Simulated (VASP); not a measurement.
SnW2: single point with PBE

The system is SnW2.

```xyz
3
Lattice="-1.7838 1.7838 4.3760 1.7838 -1.7838 4.3760 1.7838 1.7838 -4.3760" Properties=species:S:1:pos:R:3 pbc="T T T"
Sn    0.0000    0.0000    0.0000
W     0.0000    0.0000    5.8201
W     0.0000    0.0000    2.9319
```

```yaml
Program: VASP 6.6.1
Task: single point
Functional: PBE
Potentials_or_basis: VASP PAW PBE potentials, release 64 (Sn_d, W_sv)
Cutoff: 520 eV
k_mesh: 8 × 8 × 8
Occupations: gaussian, width 0.1 eV
Spin: no spin polarisation
```

```yaml
Pressure: -9.5 GPa
Largest_force: 1.162 eV/Å
Band_gap_on_the_k_mesh: zero (bands 21 and 22 overlap by 1.32 eV)
```

Forces in eV/Å, atoms in the order of the input:
```
Sn   0.000  0.000  0.000
W    0.000  0.000  1.162
W    0.000  0.000 -1.162
```

Stress tensor (GPa, compression positive):
```
-12.58   0.00   0.00
  0.00 -12.58   0.00
  0.00   0.00  -3.25
```

Levels at points of the mesh, in eV from the Fermi level:
```
           k point  band 19  band 20  band 21  band 22  band 23  band 24
(0.00, 0.00, 0.00)    -1.96    -1.10    -0.81    -0.14    -0.14     1.22
(0.50, 0.00, 0.00)    -2.10    -1.56     0.28     0.65     1.19     1.57
(0.50, 0.50, 0.00)    -1.92    -1.86     0.60     0.74     1.46     1.56
(0.50, 0.50, 0.50)    -1.80    -0.99     0.22     1.60     1.60     1.78
```

Run time: 5.5 min on 1 thread of Intel Xeon 8259CL, on a shared host, peak memory 0.26 GiB.

Caveat: the stress differs along the axes, from -13 to -3 GPa; spin-orbit coupling is left out, which moves the levels of the heavy elements; forces of over 1 eV/Å act on the atoms, so gaps and moduli don't describe the material at rest.
